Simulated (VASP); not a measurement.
Set up this calculation in VASP 6.6.1, as the native input.

```yaml
Task: single point
Functional: BLYP
Potentials_or_basis: VASP PAW PBE potentials, release 64 (Cu)
Cutoff: 520 eV
k_mesh: 17 × 17 × 17
Occupations: fermi-dirac, width 0.1 eV
Spin: no spin polarisation
Dipole_correction: no
Further_INCAR_settings: ALGO = Normal; EDIFF = 1e-06; NBANDS = 12
```

The structure of Cu lies in POSCAR:

```
Cu
1.0
   -1.4912809903      1.4912809903      1.4912809903
    1.4912809903     -1.4912809903      1.4912809903
    1.4912809903      1.4912809903     -1.4912809903
Cu
1
Direct
    0.0000000000      0.0000000000      0.0000000000
```

This cell differs from its parent crystal: volume scaled by 1.04.

One way to write it, as run:

INCAR

```
SYSTEM = Cu
AGGAC = 1.0
AGGAX = 1.0
ALDAC = 0.0
ALDAX = 1.0
ALGO = Normal
EDIFF = 1E-6
ENCUT = 520
GGA = B5
ISIF = 2
ISMEAR = -1
LASPH = .TRUE.
LCHARG = .TRUE.
LELF = .TRUE.
LREAL = .FALSE.
LVHAR = .TRUE.
LWAVE = .FALSE.
NBANDS = 12
NELM = 80
PREC = Accurate
SIGMA = 0.1
```

KPOINTS

```
k-points
0
G
  17 17 17
  0 0 0
```

Potentials or basis: VASP PAW PBE potentials, release 64 (Cu).

The run is started by

```sh
$ cat potpaw_PBE.64/Cu/POTCAR > POTCAR
$ mpirun -np 1 vasp_std > vasp.out
```

Results of the run:

| Quantity | Value |
| --- | --- |
| Pressure | -3.4 GPa |

Caveat: the PAW data sets were made with another functional, which shifts forces and pressure a little.

Wall time 21 s on 1 thread of Intel Xeon 6975P-C, with other jobs on the host, peak memory 0.14 GiB.
